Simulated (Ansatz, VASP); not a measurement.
# BN in VASP and in Ansatz

```
B N
1.0
     2.50086    0.00000    0.00000
    -1.25043    2.16581    0.00000
     0.00000    0.00000    6.88751
B N
2 2
Cartesian
  0.0000 1.4439 1.7219
  1.2504 0.7219 5.1656
  1.2504 0.7219 1.7219
  0.0000 1.4439 5.1656
```

Alike in both runs: functional r2SCAN; k mesh 12 × 12 × 4; no spin polarisation.

Ansatz relaxed the structure, and its values are those at the end. VASP's run is a single point on that final structure, the one shown.

|  | VASP | Ansatz |
| --- | --- | --- |
| version | VASP 6.6.1 | Ansatz 0.2.0 |
| potentials or method | VASP PAW PBE potentials, release 64 (B, N), cutoff 520 eV | scalar-relativistic, plane waves, PAW |
| occupations | gaussian, width 0.01 eV | fixed |
| valence electrons in the cell | 16 | 16 |

```csv
,VASP,Ansatz,Ansatz less VASP
gap on the k mesh at the Fermi level (eV),4.93,4.89,-0.039
least direct gap on the mesh (eV),5.37,5.31,-0.061
pressure (GPa),0.4,0.0,-0.39
```

VASP's potentials were made for PBE, not for r2SCAN.
